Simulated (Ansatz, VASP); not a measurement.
Te2Mo: VASP beside Ansatz

File INCAR:

```
SYSTEM = Te2Mo
ALGO     = Normal         ! electronic algorithm
EDIFF    = 1E-6           ! SCF threshold, eV
ENCUT    = 520            ! plane-wave cutoff, eV
GGA      = PS             ! functional
ISIF     = 2              ! what is computed and relaxed
ISMEAR   = 0              ! smearing method
LASPH    = .True.         ! aspherical terms in the spheres
LCHARG   = .False.        ! write CHGCAR
LREAL    = .False.        ! projectors in reciprocal space
LWAVE    = .False.        ! write WAVECAR
NBANDS   = 35             ! bands
NELM     = 100            ! most SCF steps
PREC     = Accurate       ! precision mode
SIGMA    = 0.05           ! smearing width, eV
```

The input KPOINTS:

```
k-points
0
Gamma
  12 12 2
  0 0 0
```

The input POSCAR:

```
Te2Mo
1.0
    3.5813440987      0.0000000000      0.0000000000
   -1.7906720493      3.1015349692      0.0000000000
    0.0000000000      0.0000000000     13.3081120128
Te Mo
4 2
Direct
    0.3333333333      0.6666666667      0.6211281373
    0.6666666667      0.3333333333      0.1211281373
    0.3333333333      0.6666666667      0.8788718627
    0.6666666667      0.3333333333      0.3788718627
    0.3333333333      0.6666666667      0.2500000000
    0.6666666667      0.3333333333      0.7500000000
```

Input for Ansatz:

```yaml
crystal:
  lattice:
    - [3.5813440987, 0.0, 0.0]
    - [-1.7906720493, 3.1015349692, 0.0]
    - [0.0, 0.0, 13.3081120128]
  atoms:
    - { symbol: Te, position: [0.3333333333, 0.6666666667, 0.6211281373] }
    - { symbol: Te, position: [0.6666666667, 0.3333333333, 0.1211281373] }
    - { symbol: Te, position: [0.3333333333, 0.6666666667, 0.8788718627] }
    - { symbol: Te, position: [0.6666666667, 0.3333333333, 0.3788718627] }
    - { symbol: Mo, position: [0.3333333333, 0.6666666667, 0.25] }
    - { symbol: Mo, position: [0.6666666667, 0.3333333333, 0.75] }
basis:
  ecutwfc: 420
kpoints:
  mp_grid: { grid: [12, 12, 2] }
hamiltonian:
  xc: pbesol
scf:
  occupations: { method: gaussian, width: 0.05 }
output:
  forces: true
  stress: true
  eigenvalues: true
```

Change from the starting cell: strain +0.025 along x and y, -0.050 along z, atoms carried along.

Alike in both runs: task single point; functional PBEsol; k mesh 12 × 12 × 2; occupations gaussian, width 0.05 eV; no spin polarisation.

|  | VASP | Ansatz |
| --- | --- | --- |
| version | VASP 6.6.1 | Ansatz 0.2.0 |
| potentials or method | VASP PAW PBE potentials, release 64 (Te, Mo_sv), cutoff 520 eV | scalar-relativistic, plane waves, PAW |
| valence electrons in the cell | 52 | 92 |

VASP gave:

| Quantity | Value |
| --- | --- |
| gap on the k mesh at the Fermi level (eV) | 0.16 |
| least direct gap on the mesh (eV) | 0.81 |
| pressure (GPa) | 1.7 |
| traceless stress, the component that is largest in VASP (GPa) | 5.64 |
| rms of the force components (eV/Å) | 0.391 |

Q: What did Ansatz give for the same quantities?

A: gap on the k mesh at the Fermi level (eV): 0.19; least direct gap on the mesh (eV): 0.82; pressure (GPa): 1.6; traceless stress, the component that is largest in VASP (GPa): 5.55; rms of the force components (eV/Å): 0.373.

VASP's potentials were made for PBE, not for PBEsol. Atom by atom the forces differ by 0.018 eV/Å (rms over components). With one functional, cell and mesh, what is left measures potentials, basis and numerics. VASP's potentials hold 52 valence electrons a cell and Ansatz's 92, so a difference there can come from the potentials and not from the codes.

Spin-orbit coupling is off throughout.
